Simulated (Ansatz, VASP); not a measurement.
PbF2 in VASP and in Ansatz

```
CELL_PARAMETERS angstrom
0.00000 2.96366 2.96366
2.96366 0.00000 2.96366
2.96366 2.96366 0.00000
ATOMIC_POSITIONS crystal
Pb 0.00000 0.00000 0.00000
F 0.25000 0.25000 0.25000
F 0.75000 0.75000 0.75000
```

Alike in both runs: task single point; functional PBE; dispersion D3(BJ); k mesh 8 × 8 × 8; occupations gaussian, width 0.02 eV; no spin polarisation.

|  | VASP | Ansatz |
| --- | --- | --- |
| version | VASP 6.6.1 | Ansatz 0.2.0 |
| potentials or method | VASP PAW PBE potentials, release 64 (Pb_d, F), cutoff 520 eV | scalar-relativistic, plane waves, PAW |
| valence electrons in the cell | 28 | 28 |

```tsv
	VASP	Ansatz	Ansatz less VASP
gap on the k mesh at the Fermi level (eV)	4.42	4.42	+0.004
least direct gap on the mesh (eV)	4.56	4.57	+0.002
pressure (GPa)	1.1	1.3	+0.20
```

Neither program's run includes spin-orbit coupling.
